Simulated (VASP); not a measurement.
# ZnS (dq5) (F-43m) in VASP: notebook

Runs on ZnS (dq5). Level: LDA. Tasks: single point, relaxation of cell and atoms.

All numbers are computed with VASP 6.6.1; they aren't measurements. Logs are shortened: lines on timing, memory, paths and dates and some standing lists are left out, and cuts for length are marked.

### Step 1. The cell of the first run

It takes space group F-43m (No. 216, cubic). Conventional cell: a = 5.297 Å, b = 5.297 Å, c = 5.297 Å, α = 90.00°, β = 90.00°, γ = 90.00°. Zn (site symmetry -43m) has 4 S at 2.29 Å within 3.0 Å. S (site symmetry -43m) has 4 Zn at 2.29 Å within 3.0 Å.

### Step 2. Single point, LDA

Input file INCAR:

```
SYSTEM = ZnS
PREC = Accurate ; ENCUT = 520
EDIFF = 1E-7 ; ISMEAR = 0
SIGMA = 0.02 ; LREAL = .FALSE.
LASPH = .TRUE. ; NELM = 60
ALGO = Normal ; ISIF = 2
LWAVE = .FALSE. ; LCHARG = .FALSE.
GGA = CA ; NBANDS = 16
```

Input file KPOINTS:

```
regular mesh
0
G
  8 8 8
  0 0 0
```

Input file POSCAR:

```
ZnS
1.0
    0.0000000000      2.6484058459      2.6484058459
    2.6484058459      0.0000000000      2.6484058459
    2.6484058459      2.6484058459      0.0000000000
Zn S
1 1
Direct
    0.0000000000      0.0000000000      0.0000000000
    0.7500000000      0.7500000000      0.7500000000
```

Potentials or basis: VASP PAW LDA potentials, release 64 (Zn, S).

Launch:

```console
$ cat potpaw_LDA.64/Zn/POTCAR potpaw_LDA.64/S/POTCAR > POTCAR
$ mpirun -np 1 vasp_std > vasp.out
```

OUTCAR:

```text
SYSTEM = ZnS
   PREC = Accurate
   ENCUT = 520
   EDIFF = 1E-7
   ISMEAR = 0
   LREAL = .FALSE.
   LASPH = .TRUE.
   NELM = 60
   ISIF = 2
   GGA = CA

 ion  position               nearest neighbor table
   1  0.000  0.000  0.000-   2 2.29   2 2.29   2 2.29   2 2.29
   2  0.750  0.750  0.750-   1 2.29   1 2.29   1 2.29   1 2.29

  LATTYP: Found a face centered cubic cell.
 ALAT       =     5.2968116918

  Lattice vectors:

 A1 = (   0.0000000000,   2.6484058459,   2.6484058459)
 A2 = (   2.6484058459,   0.0000000000,   2.6484058459)
 A3 = (   2.6484058459,   2.6484058459,   0.0000000000)

Analysis of symmetry for initial positions (statically):
=====================================================================
 Subroutine PRICEL returns:
 Original cell was already a primitive cell.

 Routine SETGRP: Setting up the symmetry group for a
 face centered cubic supercell.

 Subroutine GETGRP returns: Found 24 space group operations
 (whereof 24 operations were pure point group operations)
 out of a pool of 48 trial point group operations.

The static configuration has the point symmetry T_d .

Analysis of symmetry for dynamics (positions and initial velocities):
=====================================================================
 Subroutine PRICEL returns:
 Original cell was already a primitive cell.

 Routine SETGRP: Setting up the symmetry group for a
 face centered cubic supercell.

 Subroutine GETGRP returns: Found 24 space group operations
 (whereof 24 operations were pure point group operations)
 out of a pool of 48 trial point group operations.

The dynamic configuration has the point symmetry T_d .

 Subroutine INISYM returns: Found 24 space group operations
 (whereof 24 operations are pure point group operations),
 and found     1 'primitive' translations

----------------------------------------------------------------------------------------

                                     Primitive cell

  volume of cell :      37.1521

  direct lattice vectors                    reciprocal lattice vectors
     0.000000000  2.648405846  2.648405846    -0.188792817  0.188792817  0.188792817
     2.648405846  0.000000000  2.648405846     0.188792817 -0.188792817  0.188792817
     2.648405846  2.648405846  0.000000000     0.188792817  0.188792817 -0.188792817

  length of vectors
     3.745411466  3.745411466  3.745411466     0.326998751  0.326998751  0.326998751

  position of ions in fractional coordinates (direct lattice)
     0.000000000  0.000000000  0.000000000
     0.750000000  0.750000000  0.750000000

  ion indices of the primitive-cell ions
   primitive index   ion index
                 1           1
                 2           2

----------------------------------------------------------------------------------------

 KPOINTS: regular mesh

Automatic generation of k-mesh.
 Grid dimensions read from file:
 generate k-points for:    8    8    8

 Generating k-lattice:

  Cartesian coordinates                     Fractional coordinates (reciprocal lattice)
    -0.023599102  0.023599102  0.023599102     0.125000000  0.000000000  0.000000000
     0.023599102 -0.023599102  0.023599102     0.000000000  0.125000000  0.000000000
     0.023599102  0.023599102 -0.023599102     0.000000000  0.000000000  0.125000000

  Length of vectors
     0.040874844  0.040874844  0.040874844

  Shift w.r.t. Gamma in fractional coordinates (k-lattice)
     0.000000000  0.000000000  0.000000000

 Subroutine IBZKPT returns following result:
 ===========================================

 Found     29 irreducible k-points:

 Following reciprocal coordinates:
            Coordinates               Weight
  0.000000  0.000000  0.000000      1.000000
  0.125000  0.000000  0.000000      8.000000
  0.250000  0.000000  0.000000      8.000000
  0.375000  0.000000  0.000000      8.000000
  0.500000  0.000000  0.000000      4.000000
  0.125000  0.125000  0.000000      6.000000
[... 16 lines left out ...]
  0.500000  0.250000  0.125000     48.000000
 -0.375000  0.250000  0.125000     24.000000
 [... further k-points ...]
   k-points           NKPTS =     29   k-points in BZ     NKDIM =     29   number of bands    NBANDS=     16
   number of dos      NEDOS =    301   number of ions     NIONS =      2
   total plane-waves  NPLWV =  21952
   dimension x,y,z NGX =    28 NGY =   28 NGZ =   28
   dimension x,y,z NGXF=    56 NGYF=   56 NGZF=   56
   ions per type =               1   1
   NGX,Y,Z   is equivalent  to a cutoff of  12.43, 12.43, 12.43 a.u.
   NGXF,Y,Z  is equivalent  to a cutoff of  24.86, 24.86, 24.86 a.u.
 SYSTEM =  ZnS
   PREC   = accura    normal or accurate (medium, high low for compatibility)
   ISTART =      0    job   : 0-new  1-cont  2-samecut
   ICHARG =      2    charge: 1-file 2-atom 10-const
   ISPIN  =      1    spin polarized calculation?
   LNONCOLLINEAR =      F non collinear calculations
   LSORBIT =      F    spin-orbit coupling
   LASPH  =      T    aspherical Exc in radial PAW
   ENCUT  =  520.0 eV  38.22 Ry    6.18 a.u.   6.96  6.96  6.96*2*pi/ulx,y,z
   NELM   =     60;   NELMIN=  2; NELMDL= -5     # of ELM steps
   EDIFF  = 0.1E-06   stopping-criterion for ELM
   LREAL  =      F    real-space projection
   EDIFFG = 0.1E-05   stopping-criterion for IOM
   NSW    =      0    number of steps for IOM
   IBRION =     -1    ionic relax: 0-MD 1-quasi-New 2-CG
   NFREE  =      0    steps in history (QN), initial steepest desc. (CG)
   ISIF   =      2    stress and relaxation
   ISYM   =      2    0-nonsym 1-usesym 2-fastsym
   POTIM  = 0.5000    time-step for ionic-motion
   TEBEG  =    0.0;   TEEND  =   0.0 temperature during run
   PSTRESS=    0.0 pullay stress
   NELECT =      18.0000    total number of electrons
   NUPDOWN=      -1.0000    fix difference up-down
   EMIN   =  10.00;   EMAX   =-10.00  energy-range for DOS
   EFERMI =   0.00;   METHOD = LEGACY
   ISMEAR =     0;   SIGMA  =   0.02  broadening in eV -4-tet -1-fermi 0-gaus
   EFERMI_NEDOS =   21; number of points for ismear=-14 and -15
   IALGO  =     38    algorithm
   IMIX   =      4    mixing-type and parameters
     AMIX     =   0.40;   BMIX     =  1.00
     AMIX_MAG =   1.60;   BMIX_MAG =  1.00
  volume/ion in A,a.u.               =      18.58       125.36
  Fermi-wavevector in a.u.,A,eV,Ry     =   1.285793  2.429797 22.494025  1.653264
  Thomas-Fermi vector in A             =   2.417906
   LORBIT       =      0    0 simple, 1 ext, 2 COOP (PROOUT), +10 PAW based schemes
   GGA     = CA    functional components
   LHFCALC =     F    Hartree Fock is set to
   AEXX    =    0.0000 exact exchange contribution
   IVDW    =     0    specifies the selected vdW correction
   LEPSILON=     F    determine dielectric tensor
   LRPA    =     F    only Hartree local field effects (RPA)
 non-spin polarized calculation
 Gauss-broadening in eV      SIGMA  =   0.02
  energy-cutoff  :      520.00
  volume of cell :       37.15
 maximum number of plane-waves:      1012
   NGX = 13   NGY = 13   NGZ = 13

 number of electron      18.0000014 magnetization

 Free energy of the ion-electron system (eV)
  ---------------------------------------------------
  ext. energy  EPLUGINS =         0.00000000
  ---------------------------------------------------
  free energy    TOTEN  =        -8.20752073 eV

  energy without entropy =       -8.20752073  energy(sigma->0) =       -8.20752073

 E-fermi :   2.6256     XC(G=0): -10.3163

 val. band max:        2.5135723718   @ k =   0.0000   0.0000   0.0000
 cond. band min:       4.6736371125   @ k =   0.0000   0.0000   0.0000
 fundamental gap:      2.1600647407
 Fermi energy:         2.6256031735

 k-point     1 :       0.0000    0.0000    0.0000
  band No.  band energies     occupation
      1     -11.0339      2.00000
      2      -4.2432      2.00000
      3      -4.2432      2.00000
      4      -4.2432      2.00000
      5      -3.6901      2.00000
      6      -3.6901      2.00000
[... 8 lines left out ...]
     15      14.3396      0.00000
     16      14.3730      0.00000

 k-point     2 :       0.1250    0.0000    0.0000
  band No.  band energies     occupation
      1     -10.9018      2.00000
      2      -4.2470      2.00000
      3      -4.2198      2.00000
      4      -4.2198      2.00000
      5      -3.6923      2.00000
      6      -3.6923      2.00000
[... 8 lines left out ...]
     15      13.6718      0.00000
     16      15.1554      0.00000

 k-point     3 :       0.2500    0.0000    0.0000
  band No.  band energies     occupation
      1     -10.5538      2.00000
      2      -4.2099      2.00000
      3      -4.1688      2.00000
      4      -4.1688      2.00000
      5      -3.6889      2.00000
      6      -3.6889      2.00000
[... 8 lines left out ...]
     15      13.4538      0.00000
     16      14.5880      0.00000

 k-point     4 :       0.3750    0.0000    0.0000
  band No.  band energies     occupation
      1     -10.1526      2.00000
      2      -4.1292      2.00000
      3      -4.1292      2.00000
      4      -3.9914      2.00000
      5      -3.6693      2.00000
      6      -3.6693      2.00000
[... 8 lines left out ...]
     15      14.6396      0.00000
     16      14.6396      0.00000
[... 324 lines left out ...]
 k-point    22 :       0.3750    0.2500    0.1250
  band No.  band energies     occupation
      1     -10.2794      2.00000
      2      -4.2400      2.00000
      3      -4.0993      2.00000
      4      -4.0705      2.00000
      5      -3.7185      2.00000
      6      -3.6461      2.00000
[... 8 lines left out ...]
     15      15.4068      0.00000
     16      17.7718      0.00000

 k-point    23 :       0.5000    0.2500    0.1250
  band No.  band energies     occupation
      1      -9.9423      2.00000
      2      -4.1327      2.00000
      3      -4.0676      2.00000
      4      -3.9262      2.00000
      5      -3.6721      2.00000
      6      -3.6099      2.00000
[... 8 lines left out ...]
     15      16.4264      0.00000
     16      17.0037      0.00000

 k-point    24 :      -0.3750    0.2500    0.1250
  band No.  band energies     occupation
      1      -9.7897      2.00000
      2      -4.1106      2.00000
      3      -4.0414      2.00000
      4      -3.7638      2.00000
      5      -3.6767      2.00000
      6      -3.3780      2.00000
[... 8 lines left out ...]
     15      16.0521      0.00000
     16      16.9748      0.00000

 [... further k-points ...]
[... 5 lines left out ...]
  --------------------------------------------------------------------------------------
  -------------------------------------------------------------------------------------
  Total        0.0602056      0.0602056      0.0602056     -0.0000000      0.0000000      0.0000000
  in kB        2.5963537      2.5963537      2.5963537     -0.0000000      0.0000000      0.0000000
  external PRESSURE =       2.5963537 kB  Pullay stress =       0.0000000 kB

 VOLUME and BASIS-vectors are now :
 -----------------------------------------------------------------------------
  energy-cutoff  :      520.00
  volume of cell :       37.15
      direct lattice vectors                 reciprocal lattice vectors
     0.000000000  2.648405846  2.648405846    -0.188792817  0.188792817  0.188792817
     2.648405846  0.000000000  2.648405846     0.188792817 -0.188792817  0.188792817
     2.648405846  2.648405846  0.000000000     0.188792817  0.188792817 -0.188792817

 POSITION                                       TOTAL-FORCE (eV/Angst)
 -----------------------------------------------------------------------------------
      0.00000      0.00000      0.00000         0.000000      0.000000      0.000000
      3.97261      3.97261      3.97261        -0.000000     -0.000000     -0.000000
 -----------------------------------------------------------------------------------
    total drift:                               -0.000001     -0.000001     -0.000001

  FREE ENERGIE OF THE ION-ELECTRON SYSTEM (eV)
  ---------------------------------------------------
  free  energy   TOTEN  =        -8.2075207305 eV

  energy  without entropy=       -8.2075207305  energy(sigma->0) =       -8.20752073
```

It took 7.4 s on 1 thread of Intel Xeon 6975P-C (Granite Rapids), shared host; peak memory 0.14 GiB.

What came out:

```
Free energy            : -8.2075 eV
Pressure               : 0.3 GPa
Band gap on the k mesh : 2.16 eV, direct
```

Expect the measured gap to be larger: semilocal functionals such as LDA lack the derivative discontinuity.

### Step 3. Relaxation of cell and atoms, LDA

This run uses another cell than the first one, of 19.55 Å³/atom, 1.052 times its volume.

Input file INCAR:

```
SYSTEM = ZnS
  ALGO = Normal
  EDIFF = 1E-6
  EDIFFG = -0.002
  ENCUT = 600
  GGA = CA
  IBRION = 2
  ISIF = 3
  ISMEAR = 0
  LASPH = .True.
  LCHARG = .False.
  LREAL = .False.
  LWAVE = .False.
  NELM = 80
  NSW = 100
  PREC = Accurate
  SIGMA = 0.02
```

Input file KPOINTS:

```
k-points
0
Gamma
  8 8 8
  0 0 0
```

Input file POSCAR:

```
ZnS
1.0
    0.0000000000      2.6936828800      2.6936828800
    2.6936828800      0.0000000000      2.6936828800
    2.6936828800      2.6936828800      0.0000000000
Zn S
1 1
Direct
    0.0000000000      0.0000000000      0.0000000000
    0.7500000000      0.7500000000      0.7500000000
```

Potentials or basis: VASP PAW LDA potentials, release 64 (Zn, S).

Launch:

```console
$ cat potpaw_LDA.64/Zn/POTCAR potpaw_LDA.64/S/POTCAR > POTCAR
$ mpirun -np 1 vasp_std > vasp.out
```

Wall time 27 s (1 thread of Intel Xeon 6975P-C (Granite Rapids), shared host); peak memory 0.16 GiB.

It converged, with:

- Free energy: -8.2082 eV
- Relaxed volume: 18.63 Å³/atom
- Relaxed cell: a = 3.749 Å, b = 3.749 Å, c = 3.749 Å, α = 60.00°, β = 60.00°, γ = 60.00°
- Space group after relaxing (to 0.05 Å): F-43m (No. 216)
- Energy gained by relaxing: 11.1 meV/atom
- Ionic steps: 6
- Pressure after relaxing: 0.0 GPa
- Band gap on the k mesh: 2.15 eV, direct

Step by step:
```
step  energy change (eV)  largest force (eV/Å)  pressure (GPa)  volume (Å³)
   1              0.0000                0.0000           -3.65        39.09
   2             -0.0192                0.0000            1.51        36.63
   3             -0.0222                0.0000           -0.09        37.24
   4             -0.0222                0.0000            0.15        37.21
   5             -0.0222                0.0000           -0.07        37.30
   6             -0.0222                0.0000           -0.01        37.25
```

Final structure:
```yaml
crystal:
  lattice:
    - [0.00000, 2.65081, 2.65081]
    - [2.65081, 0.00000, 2.65081]
    - [2.65081, 2.65081, 0.00000]
  atoms:
    - { symbol: Zn, position: [0.00000, 0.00000, 0.00000] }
    - { symbol: S, position: [0.75000, 0.75000, 0.75000] }
```

Levels at points of the mesh, in eV from the valence-band top:
```tsv
k point	band 6	band 7	band 8	band 9	band 10	band 11	band 12	band 13
(0.00, 0.00, 0.00)	-6.20	0.00	0.00	0.00	2.15	6.21	6.21	6.21
(0.50, 0.00, 0.00)	-5.97	-5.76	-0.96	-0.96	3.23	6.76	6.76	8.84
(0.50, 0.50, 0.00)	-5.95	-4.90	-2.46	-2.46	3.06	3.89	11.14	12.18
```
